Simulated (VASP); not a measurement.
Wanted: the native input for a VASP 6.6.1 run.

```
Task                   : single point
Functional             : PBEsol
Potentials or basis    : VASP PAW PBE potentials, release 64 (Mg, S)
Cutoff                 : 520 eV
k mesh                 : 8 × 8 × 8
Occupations            : gaussian, width 0.05 eV
Spin                   : no spin polarisation
Dipole correction      : no
Further INCAR settings : ALGO = Normal; EDIFF = 1e-07; NBANDS = 11
```

The structure of MgS lies in POSCAR:

```
MgS
1.0
    0.0000000000      2.6406747500      2.6406747500
    2.6406747500      0.0000000000      2.6406747500
    2.6406747500      2.6406747500      0.0000000000
Mg S
1 1
Direct
    0.0000000000      0.0000000000      0.0000000000
    0.5000000000      0.5000000000      0.5000000000
```

This cell differs from its parent crystal: strain +0.015 along x and y, +0.015 along z.

The input as run:

INCAR

```
SYSTEM = MgS
PREC = Accurate
ENCUT = 520
EDIFF = 1E-7
ISMEAR = 0
SIGMA = 0.05
LREAL = .FALSE.
LASPH = .TRUE.
NELM = 60
ALGO = Normal
ISIF = 2
LWAVE = .FALSE.
LCHARG = .FALSE.
GGA = PS
NBANDS = 11
```

KPOINTS

```
Automatic mesh
0
G
  8 8 8
  0 0 0
```

Potentials or basis: VASP PAW PBE potentials, release 64 (Mg, S).

The run is started by

```sh
$ cat potpaw_PBE.64/Mg/POTCAR potpaw_PBE.64/S/POTCAR > POTCAR
$ mpirun -np 1 vasp_std > vasp.out
```

Results of the run:

```
Pressure               : -4.2 GPa
Band gap on the k mesh : 2.61 eV, indirect (least direct gap 3.26 eV)
```

Caveat: the cell differs from its parent crystal (strain +0.015 along x and y, +0.015 along z); the PAW data sets were made with another functional, which shifts forces and pressure a little.

Run time: 8.3 s on 1 thread of Intel Xeon 6975P-C (shared host), peak memory 0.16 GiB.
